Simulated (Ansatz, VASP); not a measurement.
**BAs: VASP beside Ansatz**

File INCAR:

```
SYSTEM = BAs
PREC = Accurate ; ENCUT = 520
EDIFF = 1E-6 ; ISMEAR = -1
SIGMA = 0.01 ; LREAL = .FALSE.
LASPH = .TRUE. ; NELM = 80
ALGO = Normal ; ISIF = 2
LWAVE = .FALSE. ; LCHARG = .FALSE.
GGA = CA ; NBANDS = 11
```

Contents of KPOINTS:

```
regular mesh
0
G
  6 6 6
  0 0 0
```

POSCAR

```
BAs
1.0
    0.0000000000      2.4096270000      2.4096270000
    2.4096270000      0.0000000000      2.4096270000
    2.4096270000      2.4096270000      0.0000000000
B As
1 1
Direct
    0.7500000000      0.7500000000      0.7500000000
    0.0000000000      0.0000000000      0.0000000000
```

Input for Ansatz:

```yaml
crystal:
  lattice:
    - [0.0, 2.409627, 2.409627]
    - [2.409627, 0.0, 2.409627]
    - [2.409627, 2.409627, 0.0]
  atoms:
    - { symbol: B, position: [0.75, 0.75, 0.75] }
    - { symbol: As, position: [0.0, 0.0, 0.0] }
kpoints:
  mp_grid: { grid: [6, 6, 6] }
scf:
  occupations: { method: fermi_dirac, width: 0.01 }
hamiltonian:
  xc: lda
  pseudopotentials: { kind: all_electron, lapw: { basis_error: 0.001 } }
output:
  forces: true
  stress: true
  eigenvalues: true
```

Alike in both runs: task single point; functional LDA; k mesh 6 × 6 × 6; occupations fermi-dirac, width 0.01 eV; no spin polarisation.

```csv
,VASP,Ansatz
version,VASP 6.6.1,Ansatz 0.2.0
potentials or method,"VASP PAW LDA potentials, release 64 (B, As), cutoff 520 eV","all-electron LAPW, scalar-relativistic"
```

Ansatz gave:

* gap on the k mesh at the Fermi level (eV): 1.25
* pressure (GPa): -7.2

Estimate VASP's values.

gap on the k mesh at the Fermi level (eV): 1.24; pressure (GPa): -6.4.

LDA's correlation is that of Perdew and Zunger in VASP and of Perdew and Wang (1992) in Ansatz. Ansatz ran all-electron here, and VASP with PAW potentials.
